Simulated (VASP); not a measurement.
Set up this calculation in VASP 6.6.1, as the native input.

```yaml
Task: single point
Functional: PBE
Potentials_or_basis: VASP PAW PBE potentials, release 64 (Sn_d, Cl)
Cutoff: 520 eV
k_mesh: 9 × 9 × 3
Occupations: fermi-dirac, width 0.05 eV
Spin: no spin polarisation
Dipole_correction: no
Further_INCAR_settings: ALGO = Fast; EDIFF = 1e-06; NBANDS = 29
```

The structure of SnCl lies in POSCAR:

```
SnCl
1.0
    3.4114423716      0.0000000000      0.0000000000
   -1.7057211858      2.9543957574      0.0000000000
    0.0000000000      0.0000000000     10.0176950051
Sn Cl
2 2
Direct
    0.6666666667      0.3333333333      0.8159247548
    0.3333333333      0.6666666667      0.3159247548
    0.6666666667      0.3333333333      0.5590762452
    0.3333333333      0.6666666667      0.0590762452
```

These files were run (other wordings do the same):

INCAR

```
SYSTEM = SnCl
  PREC = Accurate
  ENCUT = 520
  EDIFF = 1E-6
  ISMEAR = -1
  SIGMA = 0.05
  LREAL = .False.
  LASPH = .True.
  NELM = 100
  ALGO = Fast
  ISIF = 2
  LWAVE = .False.
  LCHARG = .False.
  GGA = PE
  NBANDS = 29
```

KPOINTS

```
regular mesh
0
Gamma
  9 9 3
  0 0 0
```

Potentials or basis: VASP PAW PBE potentials, release 64 (Sn_d, Cl).

Run with:

```bash
$ cat potpaw_PBE.64/Sn_d/POTCAR potpaw_PBE.64/Cl/POTCAR > POTCAR
$ mpirun -np 1 vasp_std > vasp.out
```

Results of the run:

The pressure is 1.9 GPa. The largest force is 0.005 eV/Å and the band gap on the k mesh is zero (bands 21 and 22 overlap by 3.67 eV).

Caveat: spin-orbit coupling is left out, which moves the levels of the heavy elements.

Wall time 62 s on 1 thread of Oxide Virtual Turin-like Processor (shared host), peak memory 0.22 GiB.
